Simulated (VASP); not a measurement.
# ZrB2 (P6/mmm) in VASP: vibrations by perturbation theory with LDA

Aim: the vibrations by perturbation theory of ZrB2 with LDA.

Everything below comes from runs of VASP 6.6.1. Logs are shortened: lines on timing, memory, paths and dates and some standing lists are left out, and cuts for length are marked.

## Step 1: The cell of the first run

The structure is hexagonal, space group P6/mmm (No. 191). Conventional cell: a = 3.133 Å, b = 3.133 Å, c = 3.489 Å, α = 90.00°, β = 90.00°, γ = 120.00°. Zr (site symmetry 6/mmm) has 12 B at 2.51 Å and 6 Zr at 3.13 Å within 3.3 Å. B (site symmetry -6m2) has 3 B at 1.81 Å within 2.4 Å.

## Step 2: Vibrations by perturbation theory, LDA

File INCAR:

```
PREC = Accurate
ENCUT = 520
EDIFF = 1E-8
ISMEAR = -1
SIGMA = 0.15
LREAL = False
LASPH = True
NELM = 60
ALGO = Normal
ISIF = 2
LWAVE = False
LCHARG = False
NBANDS = 16
IBRION = 8
NSW = 1
```

File KPOINTS:

```
Automatic mesh
0
Gamma
  18 18 12
```

File POSCAR:

```
ZrB2
1.0
    3.1333384761      0.0000000000      0.0000000000
   -1.5666692380      2.7135507189      0.0000000000
    0.0000000000      0.0000000000      3.4890629355
Zr B
1 2
Direct
    0.0000000000      0.0000000000      0.0000000000
    0.3333333333      0.6666666667      0.5000000000
    0.6666666667      0.3333333333      0.5000000000
```

Potentials or basis: VASP PAW LDA potentials, release 64 (Zr_sv, B).

Launch:

```console
$ cat potpaw_LDA.64/Zr_sv/POTCAR potpaw_LDA.64/B/POTCAR > POTCAR
$ mpirun -np 1 vasp_std > vasp.out
```

OUTCAR:

```text
PREC = Accurate
   ENCUT = 520
   EDIFF = 1E-8
   ISMEAR = -1
   LREAL = False
   LASPH = True
   NELM = 60
   ISIF = 2
   IBRION = 8
   NSW = 1

 ion  position               nearest neighbor table
   1  0.000  0.000  0.000-   2 2.51   3 2.51   2 2.51   3 2.51   2 2.51   2 2.51   3 2.51   3 2.51
                             3 2.51   3 2.51   2 2.51   2 2.51
   2  0.333  0.667  0.500-   3 1.81   3 1.81   3 1.81   1 2.51   1 2.51   1 2.51   1 2.51   1 2.51
                             1 2.51
   3  0.667  0.333  0.500-   2 1.81   2 1.81   2 1.81   1 2.51   1 2.51   1 2.51   1 2.51   1 2.51
                             1 2.51

  LATTYP: Found a hexagonal cell.
 ALAT       =     3.1333384761
 C/A-ratio  =     1.1135288965

  Lattice vectors:

 A1 = (   3.1333384761,   0.0000000000,   0.0000000000)
 A2 = (  -1.5666692380,   2.7135507189,   0.0000000000)
 A3 = (   0.0000000000,   0.0000000000,   3.4890629355)

Analysis of symmetry for initial positions (statically):
=====================================================================
 Subroutine PRICEL returns:
 Original cell was already a primitive cell.

 Routine SETGRP: Setting up the symmetry group for a
 hexagonal supercell.

 Subroutine GETGRP returns: Found 24 space group operations
 (whereof 24 operations were pure point group operations)
 out of a pool of 24 trial point group operations.

The static configuration has the point symmetry D_6h.

Analysis of symmetry for dynamics (positions and initial velocities):
=====================================================================
 Subroutine PRICEL returns:
 Original cell was already a primitive cell.

 Routine SETGRP: Setting up the symmetry group for a
 hexagonal supercell.

 Subroutine GETGRP returns: Found 24 space group operations
 (whereof 24 operations were pure point group operations)
 out of a pool of 24 trial point group operations.

The dynamic configuration has the point symmetry D_6h.

 Subroutine INISYM returns: Found 24 space group operations
 (whereof 24 operations are pure point group operations),
 and found     1 'primitive' translations

----------------------------------------------------------------------------------------

                                     Primitive cell

  volume of cell :      29.6657

  direct lattice vectors                    reciprocal lattice vectors
     3.133338476  0.000000000  0.000000000     0.319148412  0.184260422  0.000000000
    -1.566669238  2.713550719  0.000000000     0.000000000  0.368520844  0.000000000
     0.000000000  0.000000000  3.489062935     0.000000000  0.000000000  0.286609906

  length of vectors
     3.133338476  3.133338476  3.489062935     0.368520844  0.368520844  0.286609906

  position of ions in fractional coordinates (direct lattice)
     0.000000000  0.000000000  0.000000000
     0.333333333  0.666666667  0.500000000
     0.666666667  0.333333333  0.500000000

  ion indices of the primitive-cell ions
   primitive index   ion index
                 1           1
                 2           2
                 3           3

----------------------------------------------------------------------------------------

 KPOINTS: Automatic mesh

Automatic generation of k-mesh.
 Grid dimensions read from file:
 generate k-points for:   18   18   12

[... 92 lines left out ...]
   LEPSILON=     F    determine dielectric tensor
   LRPA    =     F    only Hartree local field effects (RPA)
 non-spin polarized calculation
  energy-cutoff  :      520.00
  volume of cell :       29.67
 maximum number of plane-waves:       816
 NGX is ok and might be reduce to    24
   NGX = 11   NGY = 11   NGZ = 13

--------------------------------------- Ionic step        1  -------------------------------------------

 number of electron      18.0000000 magnetization

 Free energy of the ion-electron system (eV)
  ---------------------------------------------------
  ext. energy  EPLUGINS =         0.00000000
  ---------------------------------------------------
  free energy    TOTEN  =       -27.49183472 eV

  energy without entropy =      -27.47115068  energy(sigma->0) =      -27.48149270

 E-fermi :  10.8555     XC(G=0): -12.7535

 val. band max:       10.8282278001   @ k =   0.1111   0.0000   0.4167
 cond. band min:      10.9175283858   @ k =   0.2222   0.2222   0.0833
 fundamental gap:      0.0893005858
 Fermi energy:        10.8555004055

 k-point     1 :       0.0000    0.0000    0.0000
  band No.  band energies     occupation
      1     -37.3633      2.00000
      2     -15.7290      2.00000
      3     -15.1075      2.00000
      4     -15.1075      2.00000
      5      -1.8553      2.00000
      6       8.1646      2.00000
[... 433 lines left out ...]
      3     -15.5267      2.00000
      4     -15.4263      2.00000
      5       1.5680      2.00000
      6       3.1136      2.00000
[... 8 lines left out ...]
     15      20.0263      0.00000
     16      20.7442      0.00000

 [... further k-points ...]
[... 5 lines left out ...]
  --------------------------------------------------------------------------------------
  -------------------------------------------------------------------------------------
  Total        0.0808270      0.0808270      0.0878289      0.0000000     -0.0000000      0.0000000
  in kB        4.3652899      4.3652899      4.7434474      0.0000000     -0.0000000      0.0000000
  external PRESSURE =       4.4913424 kB  Pullay stress =       0.0000000 kB

 VOLUME and BASIS-vectors are now :
 -----------------------------------------------------------------------------
  energy-cutoff  :      520.00
  volume of cell :       29.67
      direct lattice vectors                 reciprocal lattice vectors
     3.133338476  0.000000000  0.000000000     0.319148412  0.184260422  0.000000000
    -1.566669238  2.713550719  0.000000000     0.000000000  0.368520844  0.000000000
     0.000000000  0.000000000  3.489062935     0.000000000  0.000000000  0.286609906

 POSITION                                       TOTAL-FORCE (eV/Angst)
 -----------------------------------------------------------------------------------
      0.00000      0.00000      0.00000         0.000000      0.000000      0.000000
     -0.00000      1.80903      1.74453         0.000000      0.000000      0.000000
      1.56667      0.90452      1.74453        -0.000000     -0.000000      0.000000
 -----------------------------------------------------------------------------------
    total drift:                               -0.000000      0.000000     -0.000000

  FREE ENERGIE OF THE ION-ELECTRON SYSTEM (eV)
  ---------------------------------------------------
  free  energy   TOTEN  =       -27.4918347206 eV

  energy  without entropy=      -27.4711506818  energy(sigma->0) =      -27.48149270

[... ionic steps 2 to 3 ...]

--------------------------------------- Ionic step        4  -------------------------------------------

------------------------ aborting loop because EDIFF is reached ----------------------------------------
[... 11 lines left out ...]
[... ionic steps 8 to 8 ...]

--------------------------------------- Ionic step        9  -------------------------------------------

 Free energy of the ion-electron system (eV)
  ---------------------------------------------------
  ---------------------------------------------------
  free energy    TOTEN  =        -0.04572623 eV

  energy without entropy =       -0.04572623

------------------------ aborting loop because EDIFF is reached ----------------------------------------

 INTERNAL STRAIN TENSOR  FOR ION    2  DIRECTION 3   (eV/Angst):
 -----------------------------------------------------------------------------
    -0.00322 -0.00000 -0.00000
     0.00000 -0.00322  0.00000
     0.00000  0.00000  0.00236

 INTERNAL STRAIN TENSOR FOR ION    3 for displacements in x,y,z  (eV/Angst):
          X           Y           Z          XY          YZ          ZX
  --------------------------------------------------------------------------------
  x    -0.00000     0.00000    -0.00000    -1.71865     0.00000     0.00000
  y    -1.71865     1.71865     0.00000     0.00000     0.00000     0.00000
  z     0.00000     0.00000     0.00000     0.00000     0.00000     0.00000

 SECOND DERIVATIVES (NOT SYMMETRIZED)
 ------------------------------------
               1X          1Y          1Z          2X          2Y          2Z          3X          3Y          3Z
  1X   -14.128142   -0.000000    0.000000    7.064071    0.000000    0.000000    7.064071    0.000000    0.000000
  1Y    -0.000000  -14.128142    0.000000    0.000000    7.064071    0.000000    0.000000    7.064071    0.000000
  1Z     0.000000    0.000000  -15.466276    0.000000    0.000000    7.733138   -0.000000    0.000000    7.733138
  2X     7.037916    0.000000    0.000000  -16.105584   -0.000000    0.000000    9.067667    0.000000    0.000000
  2Y     0.000000    7.037916    0.000000   -0.000000  -16.105584    0.000000    0.000000    9.067667    0.000000
  2Z    -0.000000   -0.000000    7.723485    0.000000    0.000000  -10.465592    0.000000    0.000000    2.742107
  3X     7.037916    0.000000    0.000000    9.067667    0.000000    0.000000  -16.105584   -0.000000    0.000000
  3Y     0.000000    7.037916    0.000000    0.000000    9.067667    0.000000   -0.000000  -16.105584    0.000000
  3Z    -0.000000   -0.000000    7.723485    0.000000    0.000000    2.742107    0.000000    0.000000  -10.465592

 Eigenvectors and eigenvalues of the dynamical matrix
 ----------------------------------------------------

   1 f  =   23.855441 THz   149.888155 2PiTHz  795.731852 cm-1    98.658131 meV
             X         Y         Z           dx          dy          dz
      0.000000  0.000000  0.000000    -0.000000   -0.000000   -0.000000
     -0.000000  1.809034  1.744531    -0.662647   -0.246778    0.000000
      1.566669  0.904517  1.744531     0.662647    0.246778    0.000000
[... 43 lines left out ...]
   9 f/i=    0.010256 THz     0.064438 2PiTHz    0.342093 cm-1     0.042414 meV
             X         Y         Z           dx          dy          dz
      0.000000  0.000000  0.000000    -0.515715    0.736109    0.000000
     -0.000000  1.809034  1.744531    -0.177866    0.253879    0.000000
      1.566669  0.904517  1.744531    -0.177866    0.253879    0.000000

--------------------------------------------------------------------------------------------------------

 ELASTIC MODULI CONTR FROM IONIC RELAXATION (kBar)
 Direction    XX          YY          ZZ          XY          YZ          ZX
 --------------------------------------------------------------------------------
 XX         -12.6743     12.6743     -0.0000     -0.0000      0.0000      0.0000
 YY          12.6743    -12.6743     -0.0000     -0.0000      0.0000     -0.0000
 ZZ          -0.0000     -0.0000     -0.0000     -0.0000      0.0000     -0.0000
 XY          -0.0000     -0.0000     -0.0000    -12.6743      0.0000     -0.0000
 YZ           0.0000      0.0000      0.0000      0.0000      0.0000      0.0000
 ZX           0.0000     -0.0000     -0.0000     -0.0000      0.0000     -0.0000
 --------------------------------------------------------------------------------
```

It took 26 min on 1 thread of Intel Xeon Platinum 8375C at 2.90GHz (Ice Lake), shared host; peak memory 1.3 GiB.

What came out:

* Highest phonon frequency at Γ: 796 cm⁻¹

Phonon frequencies in cm⁻¹ (negative: imaginary):
```tsv
q point	frequencies
(0.000, 0.000, 0.000)	0 0 0 468 468 490 576 796 796
```
